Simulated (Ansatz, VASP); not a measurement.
**Ca in VASP and in Ansatz**

```xyz
1
Lattice="4.0491 0.0000 0.0000 -2.0246 3.5067 0.0000 0.0000 0.0000 3.5706" Properties=species:S:1:pos:R:3 pbc="T T T"
Ca    0.0000    0.0000    0.0000
```

Alike in both runs: task single point; functional PBEsol; k mesh 12 × 12 × 12; occupations gaussian, width 0.1 eV; no spin polarisation.

|  | VASP | Ansatz |
| --- | --- | --- |
| version | VASP 6.6.1 | Ansatz 0.2.0 |
| potentials or method | VASP PAW PBE potentials, release 64 (Ca_sv), cutoff 520 eV | scalar-relativistic, plane waves, PAW |
| valence electrons in the cell | 10 | 10 |

|  | VASP | Ansatz | Ansatz less VASP |
| --- | --- | --- | --- |
| gap on the k mesh at the Fermi level (eV) | none | none | - |
| pressure (GPa) | -2.2 | -2.2 | 0.00 |
| traceless stress, the component that is largest in VASP (GPa) | 1.93 | 1.93 | -0.004 |

VASP's potentials were made for PBE, not for PBEsol. A gap of «none» marks a metal or a gap that the smearing closes.
